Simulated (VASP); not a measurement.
The system is Al4N3.

```xyz
7
Lattice="3.1507 -0.0116 -0.0111 -1.5854 2.7143 0.0115 -0.0351 0.0217 9.8757" Properties=species:S:1:pos:R:3 pbc="T T T"
Al    1.3984    2.7535    4.8266
Al    0.0230    1.9343    7.3617
Al    1.6111    2.6785    9.7806
Al    0.0359    1.7340    2.3863
N    -0.1026    1.8641    4.3572
N     1.5312    2.7384    6.8201
N     1.6118    2.6069    1.7620
```

```yaml
Program: VASP 6.6.1
Task: relaxation of cell and atoms
Functional: PBE
Potentials_or_basis: VASP PAW PBE potentials, release 64 (Al, N)
Cutoff: 600 eV
k_mesh: 12 × 12 × 2
Occupations: gaussian, width 0.2 eV
Spin: no spin polarisation
```

At the start: pressure 0.1 GPa; volume 12.04 Å³/atom.

How do energy, volume and symmetry change on relaxing?

Over 35 steps the energy falls by 71.0 meV/atom and the volume is 11.74 Å³/atom (-2.5 %); space group P3m1 (No. 156, to 0.05 Å).

The path:
| step | energy change (eV) | largest force (eV/Å) | pressure (GPa) | volume (Å³) |
| --- | --- | --- | --- | --- |
| 1 | 0.0000 | 2.3039 | 0.09 | 84.27 |
| 2 | -0.2342 | 1.5237 | -1.95 | 84.33 |
| 3 | -0.3622 | 0.6772 | -2.09 | 84.31 |
| 4 | -0.4278 | 0.5427 | 0.68 | 82.55 |
| 5 | -0.4283 | 0.5645 | 0.97 | 82.39 |
| 6 | -0.4614 | 0.3313 | 0.24 | 82.54 |
| 7 | -0.4643 | 0.4606 | -0.02 | 82.60 |
| 8 | -0.4799 | 0.2027 | -0.38 | 82.65 |
| 9 | -0.4804 | 0.2314 | -0.45 | 82.67 |
| 10 | -0.4872 | 0.1440 | 0.22 | 82.28 |
| 11 | -0.4873 | 0.1560 | 0.30 | 82.22 |
| 12 | -0.4906 | 0.0880 | -0.06 | 82.33 |
| 13 | -0.4907 | 0.1094 | -0.14 | 82.36 |
| 14 | -0.4919 | 0.0769 | 0.00 | 82.28 |
| 15 | -0.4919 | 0.0771 | 0.00 | 82.28 |
| 16 | -0.4928 | 0.0594 | 0.11 | 82.24 |
| 17 | -0.4932 | 0.0589 | 0.25 | 82.19 |
| 18 | -0.4938 | 0.0393 | -0.03 | 82.33 |
| 19 | -0.4939 | 0.0349 | -0.14 | 82.39 |
| 20 | -0.4942 | 0.0298 | -0.08 | 82.36 |
| 21 | -0.4942 | 0.0394 | -0.02 | 82.32 |
| 22 | -0.4945 | 0.0316 | 0.05 | 82.27 |
| 23 | -0.4945 | 0.0308 | 0.09 | 82.25 |
| 24 | -0.4948 | 0.0257 | -0.01 | 82.29 |
| 25 | -0.4950 | 0.0495 | -0.20 | 82.36 |
| 26 | -0.4951 | 0.0490 | -0.18 | 82.34 |
| 27 | -0.4954 | 0.0464 | -0.12 | 82.29 |
| 28 | -0.4957 | 0.0487 | -0.01 | 82.19 |
| 29 | -0.4960 | 0.0351 | 0.02 | 82.16 |
| 30 | -0.4961 | 0.0422 | 0.06 | 82.12 |
| 31 | -0.4964 | 0.0391 | 0.04 | 82.13 |
| 32 | -0.4966 | 0.0583 | -0.01 | 82.16 |
| 33 | -0.4969 | 0.0335 | 0.00 | 82.16 |
| 34 | -0.4970 | 0.0364 | 0.02 | 82.17 |
| 35 | -0.4971 | 0.0197 | 0.00 | 82.19 |

Final structure:
```
CELL_PARAMETERS angstrom
3.10946 0.00007 -0.00555
-1.55480 2.69480 -0.00114
-0.01711 -0.01596 9.80807
ATOMIC_POSITIONS crystal
Al 0.00196 0.00184 0.49578
Al 0.33944 0.67166 0.75878
Al 0.99447 0.99540 0.98113
Al 0.32929 0.66289 0.23877
N 0.33410 0.66737 0.43304
N 0.00583 0.00513 0.69044
N 0.99491 0.99571 0.17704
```
